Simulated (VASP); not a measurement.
# SrRu3 (I4/mmm) in VASP: single point with PBE

Aim: the single point of SrRu3 with PBE.

Program: VASP 6.6.1. These are calculated values, not measurements. Logs are shortened: lines on timing, memory, paths and dates and some standing lists are left out, and cuts for length are marked.

**1. The cell of the first run**

Symmetry: I4/mmm, No. 139, tetragonal system. The conventional cell has a = 4.006 Å, b = 4.006 Å, c = 8.948 Å, α = 90.00°, β = 90.00°, γ = 90.00°. Within 3.7 Å of Sr (site symmetry 4/mmm) lie 12 Ru at 2.83 to 3.00 Å. Ru (site symmetry 4/mmm) has 4 Sr at 2.83 Å and 8 Ru at 3.00 Å within 3.7 Å. Ru (site symmetry -4m2) has 8 Ru at 2.83 to 3.00 Å and 4 Sr at 3.00 Å within 3.7 Å.

**2. Single point, PBE**

File INCAR:

```
ALGO = Fast
EDIFF = 1E-6
ENCUT = 520
GGA = PE
ISIF = 2
ISMEAR = 0
LASPH = True
LCHARG = True
LELF = True
LREAL = False
LVHAR = True
LWAVE = False
NBANDS = 34
NELM = 100
PREC = Accurate
SIGMA = 0.1
```

File KPOINTS:

```
k-points
0
Gamma
  6 6 6
```

File POSCAR:

```
SrRu3
1.0
   -2.0028989726      2.0028989726      4.4740080947
    2.0028989726     -2.0028989726      4.4740080947
    2.0028989726      2.0028989726     -4.4740080947
Sr Ru
1 3
Direct
    0.0000000000      0.0000000000      0.0000000000
    0.5000000000      0.5000000000      0.0000000000
    0.2500000000      0.7500000000      0.5000000000
    0.7500000000      0.2500000000      0.5000000000
```

Potentials or basis: VASP PAW PBE potentials, release 64 (Sr_sv, Ru_pv).

The run is started by

```sh
cat potpaw_PBE.64/Sr_sv/POTCAR potpaw_PBE.64/Ru_pv/POTCAR > POTCAR
mpirun -np 1 vasp_std > vasp.out
```

OUTCAR:

```text
EDIFF = 1E-6
   ENCUT = 520
   GGA = PE
   ISIF = 2
   ISMEAR = 0
   LASPH = True
   LREAL = False
   NELM = 100
   PREC = Accurate

 ion  position               nearest neighbor table
   1  0.000  0.000  0.000-   2 2.83   2 2.83   2 2.83   2 2.83   4 3.00   4 3.00   3 3.00   3 3.00
                             4 3.00   3 3.00   4 3.00   3 3.00
   2  0.500  0.500  0.000-   1 2.83   1 2.83   1 2.83   1 2.83   3 3.00   3 3.00   4 3.00   4 3.00
                             4 3.00   3 3.00   4 3.00   3 3.00
   3  0.250  0.750  0.500-   4 2.83   4 2.83   4 2.83   4 2.83   1 3.00   1 3.00   2 3.00   2 3.00
                             2 3.00   1 3.00   2 3.00   1 3.00
   4  0.750  0.250  0.500-   3 2.83   3 2.83   3 2.83   3 2.83   2 3.00   2 3.00   1 3.00   1 3.00
                             2 3.00   1 3.00   2 3.00   1 3.00

  LATTYP: Found a body centered tetragonal cell.
 ALAT       =     4.0057979452
 C/A-ratio  =     2.2337662338

  Lattice vectors:

 A1 = (  -2.0028989726,   2.0028989726,   4.4740080947)
 A2 = (   2.0028989726,  -2.0028989726,   4.4740080947)
 A3 = (   2.0028989726,   2.0028989726,  -4.4740080947)

Analysis of symmetry for initial positions (statically):
=====================================================================
 Subroutine PRICEL returns:
 Original cell was already a primitive cell.

 Routine SETGRP: Setting up the symmetry group for a
 body centered tetragonal supercell.

 Subroutine GETGRP returns: Found 16 space group operations
 (whereof 16 operations were pure point group operations)
 out of a pool of 16 trial point group operations.

The static configuration has the point symmetry D_4h.

Analysis of symmetry for dynamics (positions and initial velocities):
=====================================================================
 Subroutine PRICEL returns:
 Original cell was already a primitive cell.

 Routine SETGRP: Setting up the symmetry group for a
 body centered tetragonal supercell.

 Subroutine GETGRP returns: Found 16 space group operations
 (whereof 16 operations were pure point group operations)
 out of a pool of 16 trial point group operations.

The dynamic configuration has the point symmetry D_4h.

 Subroutine INISYM returns: Found 16 space group operations
 (whereof 16 operations are pure point group operations),
 and found     1 'primitive' translations

----------------------------------------------------------------------------------------

                                     Primitive cell

  volume of cell :      71.7918

  direct lattice vectors                    reciprocal lattice vectors
    -2.002898973  2.002898973  4.474008095     0.000000000  0.249638153  0.111756615
     2.002898973 -2.002898973  4.474008095     0.249638153  0.000000000  0.111756615
     2.002898973  2.002898973 -4.474008095     0.249638153  0.249638153  0.000000000

  length of vectors
     5.295276860  5.295276860  5.295276860     0.273511880  0.273511880  0.353041662

  position of ions in fractional coordinates (direct lattice)
     0.000000000  0.000000000  0.000000000
     0.500000000  0.500000000  0.000000000
     0.250000000  0.750000000  0.500000000
     0.750000000  0.250000000  0.500000000

  ion indices of the primitive-cell ions
   primitive index   ion index
                 1           1
                 2           2
                 3           3
                 4           4

----------------------------------------------------------------------------------------

 KPOINTS: k-points

Automatic generation of k-mesh.
 Grid dimensions read from file:
 generate k-points for:    6    6    6

 Generating k-lattice:

  Cartesian coordinates                     Fractional coordinates (reciprocal lattice)
     0.000000000  0.041606359  0.018626102     0.166666667  0.000000000  0.000000000
     0.041606359  0.000000000  0.018626102     0.000000000  0.166666667  0.000000000
     0.041606359  0.041606359  0.000000000     0.000000000  0.000000000  0.166666667

  Length of vectors
     0.045585313  0.045585313  0.058840277

  Shift w.r.t. Gamma in fractional coordinates (k-lattice)
     0.000000000  0.000000000  0.000000000

 Subroutine IBZKPT returns following result:
 ===========================================

 Found     30 irreducible k-points:

 Following reciprocal coordinates:
            Coordinates               Weight
  0.000000  0.000000  0.000000      1.000000
  0.166667  0.000000 -0.000000      8.000000
  0.333333  0.000000  0.000000      8.000000
  0.500000  0.000000 -0.000000      4.000000
  0.166667  0.166667 -0.000000      8.000000
  0.333333  0.166667  0.000000     16.000000
[... 16 lines left out ...]
 -0.333333 -0.333333  0.166667      8.000000
 -0.166667 -0.333333  0.166667      8.000000
 [... further k-points ...]
   k-points           NKPTS =     30   k-points in BZ     NKDIM =     30   number of bands    NBANDS=     34
   number of dos      NEDOS =    301   number of ions     NIONS =      4
   total plane-waves  NPLWV =  64000
   dimension x,y,z NGX =    40 NGY =   40 NGZ =   40
   dimension x,y,z NGXF=    80 NGYF=   80 NGZF=   80
   ions per type =               1   3
   NGX,Y,Z   is equivalent  to a cutoff of  12.56, 12.56, 12.56 a.u.
   NGXF,Y,Z  is equivalent  to a cutoff of  25.12, 25.12, 25.12 a.u.
 SYSTEM =  unknown system
   PREC   = accura    normal or accurate (medium, high low for compatibility)
   ISTART =      0    job   : 0-new  1-cont  2-samecut
   ICHARG =      2    charge: 1-file 2-atom 10-const
   ISPIN  =      1    spin polarized calculation?
   LNONCOLLINEAR =      F non collinear calculations
   LSORBIT =      F    spin-orbit coupling
   LASPH  =      T    aspherical Exc in radial PAW
   ENCUT  =  520.0 eV  38.22 Ry    6.18 a.u.   9.85  9.85  9.85*2*pi/ulx,y,z
   NELM   =    100;   NELMIN=  2; NELMDL= -5     # of ELM steps
   EDIFF  = 0.1E-05   stopping-criterion for ELM
   LREAL  =      F    real-space projection
   EDIFFG = 0.1E-04   stopping-criterion for IOM
   NSW    =      0    number of steps for IOM
   IBRION =     -1    ionic relax: 0-MD 1-quasi-New 2-CG
   NFREE  =      0    steps in history (QN), initial steepest desc. (CG)
   ISIF   =      2    stress and relaxation
   ISYM   =      2    0-nonsym 1-usesym 2-fastsym
   POTIM  = 0.5000    time-step for ionic-motion
   TEBEG  =    0.0;   TEEND  =   0.0 temperature during run
   PSTRESS=    0.0 pullay stress
   NELECT =      52.0000    total number of electrons
   NUPDOWN=      -1.0000    fix difference up-down
   EMIN   =  10.00;   EMAX   =-10.00  energy-range for DOS
   EFERMI =   0.00;   METHOD = LEGACY
   ISMEAR =     0;   SIGMA  =   0.10  broadening in eV -4-tet -1-fermi 0-gaus
   EFERMI_NEDOS =   21; number of points for ismear=-14 and -15
   IALGO  =     68    algorithm
   IMIX   =      4    mixing-type and parameters
     AMIX     =   0.40;   BMIX     =  1.00
     AMIX_MAG =   1.60;   BMIX_MAG =  1.00
  volume/ion in A,a.u.               =      17.95       121.12
  Fermi-wavevector in a.u.,A,eV,Ry     =   1.470227  2.778326 29.409902  2.161567
  Thomas-Fermi vector in A             =   2.585509
   LORBIT       =      0    0 simple, 1 ext, 2 COOP (PROOUT), +10 PAW based schemes
   GGA     = PE    functional components
   LHFCALC =     F    Hartree Fock is set to
   AEXX    =    0.0000 exact exchange contribution
   IVDW    =     0    specifies the selected vdW correction
   LEPSILON=     F    determine dielectric tensor
   LRPA    =     F    only Hartree local field effects (RPA)
 non-spin polarized calculation
 RMM-DIIS sequential band-by-band and
 Gauss-broadening in eV      SIGMA  =   0.10
  energy-cutoff  :      520.00
  volume of cell :       71.79
 maximum number of plane-waves:      1977
   NGX = 19   NGY = 19   NGZ = 19

 number of electron      52.0000000 magnetization

 Free energy of the ion-electron system (eV)
  ---------------------------------------------------
  ext. energy  EPLUGINS =         0.00000000
  ---------------------------------------------------
  free energy    TOTEN  =       -25.15049040 eV

  energy without entropy =      -25.11019504  energy(sigma->0) =      -25.13034272

 E-fermi :   7.7788     XC(G=0): -12.2056

 val. band max:        7.7778943208   @ k =  -0.3333   0.1667  -0.0000
 cond. band min:       7.7922742885   @ k =   0.3333   0.0000   0.0000
 fundamental gap:      0.0143799676
 Fermi energy:         7.7787971553

 k-point     1 :       0.0000    0.0000    0.0000
  band No.  band energies     occupation
      1     -34.5301      2.00000
      2     -34.5301      2.00000
      3     -34.4320      2.00000
      4     -34.2849      2.00000
      5     -34.2488      2.00000
      6     -34.2488      2.00000
[... 26 lines left out ...]
     33      12.9746      0.00000
     34      13.4263      0.00000

 k-point     2 :       0.1667    0.0000   -0.0000
  band No.  band energies     occupation
      1     -34.5176      2.00000
      2     -34.5116      2.00000
      3     -34.4154      2.00000
      4     -34.2953      2.00000
      5     -34.2678      2.00000
      6     -34.2660      2.00000
[... 26 lines left out ...]
     33      13.2853      0.00000
     34      13.4521      0.00000

 k-point     3 :       0.3333    0.0000    0.0000
  band No.  band energies     occupation
      1     -34.4764      2.00000
      2     -34.4607      2.00000
      3     -34.3834      2.00000
      4     -34.3205      2.00000
      5     -34.3197      2.00000
      6     -34.3120      2.00000
[... 26 lines left out ...]
     33      13.0311      0.00000
     34      13.8282      0.00000

 k-point     4 :       0.5000    0.0000   -0.0000
  band No.  band energies     occupation
      1     -34.4217      2.00000
      2     -34.3943      2.00000
      3     -34.3926      2.00000
      4     -34.3868      2.00000
      5     -34.3581      2.00000
      6     -34.3182      2.00000
[... 26 lines left out ...]
     33      13.4401      0.00000
     34      13.8432      0.00000

 k-point     5 :       0.1667    0.1667   -0.0000
  band No.  band energies     occupation
      1     -34.5470      2.00000
      2     -34.4540      2.00000
      3     -34.4000      2.00000
      4     -34.3269      2.00000
      5     -34.3015      2.00000
      6     -34.2379      2.00000
[... 621 lines left out ...]
 k-point    22 :      -0.1667    0.5000    0.1667
  band No.  band energies     occupation
      1     -34.4699      2.00000
      2     -34.4647      2.00000
      3     -34.3753      2.00000
      4     -34.3290      2.00000
      5     -34.3159      2.00000
      6     -34.3050      2.00000
[... 26 lines left out ...]
     33      13.7632      0.00000
     34      14.0187      0.00000

 k-point    23 :      -0.3333   -0.3333    0.1667
  band No.  band energies     occupation
      1     -34.5462      2.00000
      2     -34.4579      2.00000
      3     -34.3794      2.00000
      4     -34.3300      2.00000
      5     -34.2950      2.00000
      6     -34.2354      2.00000
[... 26 lines left out ...]
     33      13.8658      0.00000
     34      13.9327      0.00000

 k-point    24 :      -0.1667   -0.3333    0.1667
  band No.  band energies     occupation
      1     -34.5181      2.00000
      2     -34.5152      2.00000
      3     -34.3951      2.00000
      4     -34.2917      2.00000
      5     -34.2677      2.00000
      6     -34.2643      2.00000
[... 26 lines left out ...]
     33      13.5448      0.00000
     34      13.6894      0.00000

 [... further k-points ...]

------------------------ aborting loop because EDIFF is reached ----------------------------------------

  FORCE on cell =-STRESS in cart. coord.  units (eV):
  Direction    XX          YY          ZZ          XY          YZ          ZX
  --------------------------------------------------------------------------------------
  -------------------------------------------------------------------------------------
  Total       -0.1146486     -0.1146486     -3.4356264      0.0000000     -0.0000000      0.0000000
  in kB       -2.5586128     -2.5586128    -76.6728605      0.0000000     -0.0000000      0.0000000
  external PRESSURE =     -27.2633620 kB  Pullay stress =       0.0000000 kB

 VOLUME and BASIS-vectors are now :
 -----------------------------------------------------------------------------
  energy-cutoff  :      520.00
  volume of cell :       71.79
      direct lattice vectors                 reciprocal lattice vectors
    -2.002898973  2.002898973  4.474008095     0.000000000  0.249638153  0.111756615
     2.002898973 -2.002898973  4.474008095     0.249638153  0.000000000  0.111756615
     2.002898973  2.002898973 -4.474008095     0.249638153  0.249638153  0.000000000

 POSITION                                       TOTAL-FORCE (eV/Angst)
 -----------------------------------------------------------------------------------
      0.00000      0.00000      0.00000        -0.000000     -0.000000     -0.000000
      0.00000      0.00000      4.47401        -0.000000     -0.000000     -0.000000
      2.00290      0.00000      2.23700         0.000000     -0.000000      0.000000
      0.00000      2.00290      2.23700        -0.000000      0.000000      0.000000
 -----------------------------------------------------------------------------------
    total drift:                               -0.000000     -0.000000      0.000000

  FREE ENERGIE OF THE ION-ELECTRON SYSTEM (eV)
  ---------------------------------------------------
  free  energy   TOTEN  =       -25.1504903994 eV

  energy  without entropy=      -25.1101950449  energy(sigma->0) =      -25.13034272
```

Wall time 2.3 min (1 thread of AMD EPYC 7R43 (Zen 3), shared host); peak memory 0.24 GiB.

What came out:

- Free energy: -25.1505 eV
- Pressure: -2.7 GPa
- Band gap on the k mesh: zero (band 26 reaches 8.50 eV, above the bottom of band 27 at 7.52 eV)

Levels at points of the mesh, in eV from the Fermi level:
```csv
k point,band 24,band 25,band 26,band 27,band 28,band 29
"(0.00, 0.00, 0.00)",-0.36,-0.32,-0.02,-0.02,0.89,2.07
"(0.50, 0.00, 0.00)",-1.33,-0.48,-0.22,-0.20,0.07,0.81
"(0.50, 0.50, 0.00)",-0.57,-0.57,-0.12,0.20,0.66,1.20
"(0.50, 0.50, 0.50)",-0.05,-0.05,0.72,0.72,0.91,1.13
```

Caveat: the k points lie up to 0.37 Å⁻¹ apart.
